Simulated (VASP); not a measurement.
# Rh (Fm-3m) in VASP: a series of runs

Runs on Rh. Level: LDA. Tasks: single point.

All numbers are computed with VASP 6.6.1; they aren't measurements. Logs are shortened: lines on timing, memory, paths and dates and some standing lists are left out, and cuts for length are marked.

## Step 1: The cell of the first run

The structure is cubic, space group Fm-3m (No. 225). Conventional cell: a = 3.677 Å, b = 3.677 Å, c = 3.677 Å, α = 90.00°, β = 90.00°, γ = 90.00°. Rh (site symmetry m-3m) has 12 Rh at 2.60 Å within 3.4 Å.

## Step 2: Single point, LDA (volume scaled by 0.94)

INCAR

```
SYSTEM = Rh
ALGO = Normal
EDIFF = 1E-6
ENCUT = 520
GGA = CA
ISIF = 2
ISMEAR = -1
LASPH = .True.
LCHARG = .True.
LELF = .True.
LREAL = .False.
LVHAR = .True.
LWAVE = .False.
NBANDS = 14
NELM = 100
PREC = Accurate
SIGMA = 0.05
```

KPOINTS

```
k-points
0
Gamma
  17 17 17
  0 0 0
```

POSCAR

```
Rh
1.0
    0.0000000000      1.8385478656      1.8385478656
    1.8385478656      0.0000000000      1.8385478656
    1.8385478656      1.8385478656      0.0000000000
Rh
1
Direct
    0.0000000000      0.0000000000      0.0000000000
```

Potentials or basis: VASP PAW LDA potentials, release 64 (Rh_pv).

On the command line:

```
cat potpaw_LDA.64/Rh_pv/POTCAR > POTCAR
mpirun -np 1 vasp_std > vasp.out
```

OUTCAR:

```text
SYSTEM = Rh
   EDIFF = 1E-6
   ENCUT = 520
   GGA = CA
   ISIF = 2
   ISMEAR = -1
   LASPH = .True.
   LREAL = .False.
   NELM = 100
   PREC = Accurate

 ion  position               nearest neighbor table
   1  0.000  0.000  0.000-

  LATTYP: Found a face centered cubic cell.
 ALAT       =     3.6770957312

  Lattice vectors:

 A1 = (   0.0000000000,   1.8385478656,   1.8385478656)
 A2 = (   1.8385478656,   0.0000000000,   1.8385478656)
 A3 = (   1.8385478656,   1.8385478656,   0.0000000000)

Analysis of symmetry for initial positions (statically):
=====================================================================
 Subroutine PRICEL returns:
 Original cell was already a primitive cell.

 Routine SETGRP: Setting up the symmetry group for a
 face centered cubic supercell.

 Subroutine GETGRP returns: Found 48 space group operations
 (whereof 48 operations were pure point group operations)
 out of a pool of 48 trial point group operations.

The static configuration has the point symmetry O_h .

Analysis of symmetry for dynamics (positions and initial velocities):
=====================================================================
 Subroutine PRICEL returns:
 Original cell was already a primitive cell.

 Routine SETGRP: Setting up the symmetry group for a
 face centered cubic supercell.

 Subroutine GETGRP returns: Found 48 space group operations
 (whereof 48 operations were pure point group operations)
 out of a pool of 48 trial point group operations.

The dynamic configuration has the point symmetry O_h .

 Subroutine INISYM returns: Found 48 space group operations
 (whereof 48 operations are pure point group operations),
 and found     1 'primitive' translations

----------------------------------------------------------------------------------------

                                     Primitive cell

  volume of cell :      12.4295

  direct lattice vectors                    reciprocal lattice vectors
     0.000000000  1.838547866  1.838547866    -0.271953757  0.271953757  0.271953757
     1.838547866  0.000000000  1.838547866     0.271953757 -0.271953757  0.271953757
     1.838547866  1.838547866  0.000000000     0.271953757  0.271953757 -0.271953757

  length of vectors
     2.600099327  2.600099327  2.600099327     0.471037725  0.471037725  0.471037725

  position of ions in fractional coordinates (direct lattice)
     0.000000000  0.000000000  0.000000000

  ion indices of the primitive-cell ions
   primitive index   ion index
                 1           1

----------------------------------------------------------------------------------------

 KPOINTS: k-points

Automatic generation of k-mesh.
 Grid dimensions read from file:
 generate k-points for:   17   17   17

 Generating k-lattice:

  Cartesian coordinates                     Fractional coordinates (reciprocal lattice)
    -0.015997280  0.015997280  0.015997280     0.058823529  0.000000000  0.000000000
     0.015997280 -0.015997280  0.015997280     0.000000000  0.058823529  0.000000000
     0.015997280  0.015997280 -0.015997280     0.000000000  0.000000000  0.058823529

  Length of vectors
     0.027708101  0.027708101  0.027708101

  Shift w.r.t. Gamma in fractional coordinates (k-lattice)
     0.000000000  0.000000000  0.000000000

 Subroutine IBZKPT returns following result:
 ===========================================

 Found    165 irreducible k-points:

 Following reciprocal coordinates:
            Coordinates               Weight
  0.000000  0.000000  0.000000      1.000000
  0.058824  0.000000  0.000000      8.000000
  0.117647  0.000000  0.000000      8.000000
  0.176471  0.000000  0.000000      8.000000
  0.235294  0.000000  0.000000      8.000000
  0.294118  0.000000  0.000000      8.000000
[... 16 lines left out ...]
 -0.176471  0.058824  0.000000     24.000000
 -0.117647  0.058824  0.000000     24.000000
 [... further k-points ...]
   k-points           NKPTS =    165   k-points in BZ     NKDIM =    165   number of bands    NBANDS=     14
   number of dos      NEDOS =    301   number of ions     NIONS =      1
   total plane-waves  NPLWV =   8000
   dimension x,y,z NGX =    20 NGY =   20 NGZ =   20
   dimension x,y,z NGXF=    40 NGYF=   40 NGZF=   40
   ions per type =               1
   NGX,Y,Z   is equivalent  to a cutoff of  12.79, 12.79, 12.79 a.u.
   NGXF,Y,Z  is equivalent  to a cutoff of  25.58, 25.58, 25.58 a.u.
 SYSTEM =  Rh
   PREC   = accura    normal or accurate (medium, high low for compatibility)
   ISTART =      0    job   : 0-new  1-cont  2-samecut
   ICHARG =      2    charge: 1-file 2-atom 10-const
   ISPIN  =      1    spin polarized calculation?
   LNONCOLLINEAR =      F non collinear calculations
   LSORBIT =      F    spin-orbit coupling
   LASPH  =      T    aspherical Exc in radial PAW
   ENCUT  =  520.0 eV  38.22 Ry    6.18 a.u.   4.83  4.83  4.83*2*pi/ulx,y,z
   NELM   =    100;   NELMIN=  2; NELMDL= -5     # of ELM steps
   EDIFF  = 0.1E-05   stopping-criterion for ELM
   LREAL  =      F    real-space projection
   EDIFFG = 0.1E-04   stopping-criterion for IOM
   NSW    =      0    number of steps for IOM
   IBRION =     -1    ionic relax: 0-MD 1-quasi-New 2-CG
   NFREE  =      0    steps in history (QN), initial steepest desc. (CG)
   ISIF   =      2    stress and relaxation
   ISYM   =      2    0-nonsym 1-usesym 2-fastsym
   POTIM  = 0.5000    time-step for ionic-motion
   TEBEG  =    0.0;   TEEND  =   0.0 temperature during run
   PSTRESS=    0.0 pullay stress
   NELECT =      15.0000    total number of electrons
   NUPDOWN=      -1.0000    fix difference up-down
   EMIN   =  10.00;   EMAX   =-10.00  energy-range for DOS
   EFERMI =   0.00;   METHOD = LEGACY
   ISMEAR =    -1;   SIGMA  =   0.05  broadening in eV -4-tet -1-fermi 0-gaus
   EFERMI_NEDOS =   21; number of points for ismear=-14 and -15
   IALGO  =     38    algorithm
   IMIX   =      4    mixing-type and parameters
     AMIX     =   0.40;   BMIX     =  1.00
     AMIX_MAG =   1.60;   BMIX_MAG =  1.00
  volume/ion in A,a.u.               =      12.43        83.88
  Fermi-wavevector in a.u.,A,eV,Ry     =   1.742958  3.293713 41.333185  3.037903
  Thomas-Fermi vector in A             =   2.815123
   LORBIT       =      0    0 simple, 1 ext, 2 COOP (PROOUT), +10 PAW based schemes
   GGA     = CA    functional components
   LHFCALC =     F    Hartree Fock is set to
   AEXX    =    0.0000 exact exchange contribution
   IVDW    =     0    specifies the selected vdW correction
   LEPSILON=     F    determine dielectric tensor
   LRPA    =     F    only Hartree local field effects (RPA)
 non-spin polarized calculation
  energy-cutoff  :      520.00
  volume of cell :       12.43
 maximum number of plane-waves:       343
   NGX =  9   NGY =  9   NGZ =  9

 number of electron      14.9999998 magnetization

 Free energy of the ion-electron system (eV)
  ---------------------------------------------------
  ext. energy  EPLUGINS =         0.00000000
  ---------------------------------------------------
  free energy    TOTEN  =        -8.63109046 eV

  energy without entropy =       -8.62402785  energy(sigma->0) =       -8.62755916

 E-fermi :  13.6881     XC(G=0): -15.0027

 val. band max:       13.6639735995   @ k =   0.4118   0.2353   0.0588
 cond. band min:      13.7036953467   @ k =   0.4118   0.2941   0.0588
 fundamental gap:      0.0397217472
 Fermi energy:        13.6881145777

 k-point     1 :       0.0000    0.0000    0.0000
  band No.  band energies     occupation
      1     -32.6550      2.00000
      2     -32.6550      2.00000
      3     -32.6550      2.00000
      4       4.8931      2.00000
      5      10.0502      2.00000
      6      10.0502      2.00000
      7      10.0502      2.00000
      8      12.5395      2.00000
      9      12.5395      2.00000
     10      29.4865      0.00000
     11      33.7623      0.00000
     12      35.4859      0.00000
     13      35.4859      0.00000
     14      35.4859      0.00000

 k-point     2 :       0.0588    0.0000    0.0000
  band No.  band energies     occupation
      1     -32.6922      2.00000
      2     -32.6599      2.00000
      3     -32.6599      2.00000
      4       5.0478      2.00000
      5       9.9759      2.00000
      6      10.1137      2.00000
      7      10.1137      2.00000
      8      12.5009      2.00000
      9      12.5009      2.00000
     10      29.7334      0.00000
     11      33.7616      0.00000
     12      34.7136      0.00000
     13      35.7291      0.00000
     14      35.7291      0.00000

 k-point     3 :       0.1176    0.0000    0.0000
  band No.  band energies     occupation
      1     -32.7982      2.00000
      2     -32.6738      2.00000
      3     -32.6738      2.00000
      4       5.4852      2.00000
      5       9.7976      2.00000
      6      10.2766      2.00000
      7      10.2766      2.00000
      8      12.4208      2.00000
      9      12.4208      2.00000
     10      30.3974      0.00000
     11      33.1393      0.00000
     12      33.7659      0.00000
     13      36.4352      0.00000
     14      36.4352      0.00000
[... 324 lines left out ...]
 k-point    23 :      -0.1765    0.0588    0.0000
  band No.  band energies     occupation
      1     -33.0262      2.00000
      2     -32.7383      2.00000
      3     -32.6926      2.00000
      4       6.4413      2.00000
      5       9.5146      2.00000
      6      10.5387      2.00000
      7      10.5628      2.00000
      8      12.0980      2.00000
      9      12.8234      2.00000
     10      30.9651      0.00000
     11      31.6148      0.00000
     12      33.7642      0.00000
     13      36.8652      0.00000
     14      38.7483      0.00000

 k-point    24 :      -0.1176    0.0588    0.0000
  band No.  band energies     occupation
      1     -32.8619      2.00000
      2     -32.7089      2.00000
      3     -32.6730      2.00000
      4       5.8071      2.00000
      5       9.6265      2.00000
      6      10.3887      2.00000
      7      10.4377      2.00000
      8      12.1512      2.00000
      9      12.6220      2.00000
     10      30.8646      0.00000
     11      32.5490      0.00000
     12      33.7648      0.00000
     13      36.0560      0.00000
     14      37.3833      0.00000

 [... further k-points ...]

------------------------ aborting loop because EDIFF is reached ----------------------------------------

  FORCE on cell =-STRESS in cart. coord.  units (eV):
  Direction    XX          YY          ZZ          XY          YZ          ZX
  --------------------------------------------------------------------------------------
  -------------------------------------------------------------------------------------
  Total        1.8695952      1.8695952      1.8695952      0.0000000      0.0000000      0.0000000
  in kB      240.9924032    240.9924032    240.9924032      0.0000000      0.0000000      0.0000000
  external PRESSURE =     240.9924032 kB  Pullay stress =       0.0000000 kB

 VOLUME and BASIS-vectors are now :
 -----------------------------------------------------------------------------
  energy-cutoff  :      520.00
  volume of cell :       12.43
      direct lattice vectors                 reciprocal lattice vectors
     0.000000000  1.838547866  1.838547866    -0.271953757  0.271953757  0.271953757
     1.838547866  0.000000000  1.838547866     0.271953757 -0.271953757  0.271953757
     1.838547866  1.838547866  0.000000000     0.271953757  0.271953757 -0.271953757

 POSITION                                       TOTAL-FORCE (eV/Angst)
 -----------------------------------------------------------------------------------
      0.00000      0.00000      0.00000        -0.000000     -0.000000     -0.000000
 -----------------------------------------------------------------------------------
    total drift:                               -0.000000     -0.000000     -0.000000

  FREE ENERGIE OF THE ION-ELECTRON SYSTEM (eV)
  ---------------------------------------------------
  free  energy   TOTEN  =        -8.6310904621 eV

  energy  without entropy=       -8.6240278509  energy(sigma->0) =       -8.62755916
```

Run time: 20 s. Hardware: 1 thread of AMD EPYC 7R13 (Zen 3), shared host; peak memory 0.11 GiB.

Results:

| Quantity | Value |
| --- | --- |
| Free energy | -8.6311 eV |
| Pressure | 24.1 GPa |

Levels at points of the mesh, in eV from the Fermi level:
| k point | band 4 | band 5 | band 6 | band 7 | band 8 | band 9 | band 10 | band 11 |
| --- | --- | --- | --- | --- | --- | --- | --- | --- |
| (0.00, 0.00, 0.00) | -8.80 | -3.64 | -3.64 | -3.64 | -1.15 | -1.15 | 15.80 | 20.07 |

Caveat: the cell differs from its parent crystal (volume scaled by 0.94).

## Step 3: Single point, LDA, non-collinear spin, zero start, spin-orbit coupling

This run uses another cell than the first one, of 9.52 Å³/atom, 0.766 times its volume.

INCAR

```
SYSTEM = Rh
PREC = Accurate ; ENCUT = 520
EDIFF = 1E-6 ; ISMEAR = -1
SIGMA = 0.05 ; LREAL = .False.
LASPH = .True. ; NELM = 150
ALGO = Normal ; ISIF = 2
LWAVE = .False. ; LCHARG = .False.
MAGMOM = 0 0 0 ; LORBIT = 11
LSORBIT = .True. ; GGA_COMPAT = .False.
LORBMOM = .True. ; LMAXMIX = 4
GGA = CA ; NBANDS = 26
```

KPOINTS

```
Automatic mesh
0
Gamma
  17 17 17
  0 0 0
```

POSCAR

```
Rh
1.0
    0.0000000000      1.6821955841      1.6821955841
    1.6821955841      0.0000000000      1.6821955841
    1.6821955841      1.6821955841      0.0000000000
Rh
1
Direct
    0.0000000000      0.0000000000      0.0000000000
```

Potentials or basis: VASP PAW LDA potentials, release 64 (Rh_pv).

On the command line:

```
cat potpaw_LDA.64/Rh_pv/POTCAR > POTCAR
mpirun -np 1 vasp_ncl > vasp.out
```

It took 61 s on 1 thread of AMD EPYC 7R13 (Zen 3), shared host; peak memory 0.15 GiB.

Results (log left out):

| Property | Result |
| --- | --- |
| Free energy | -6.8271 eV |
| Pressure | 238.3 GPa |
| Net moment | 0.00 μB per cell |
| Valence electrons inside the program's atomic spheres | Rh 14.83 |

Moments on the atoms (μB; x, y, z):
```
Rh  0.00 0.00 0.00
```
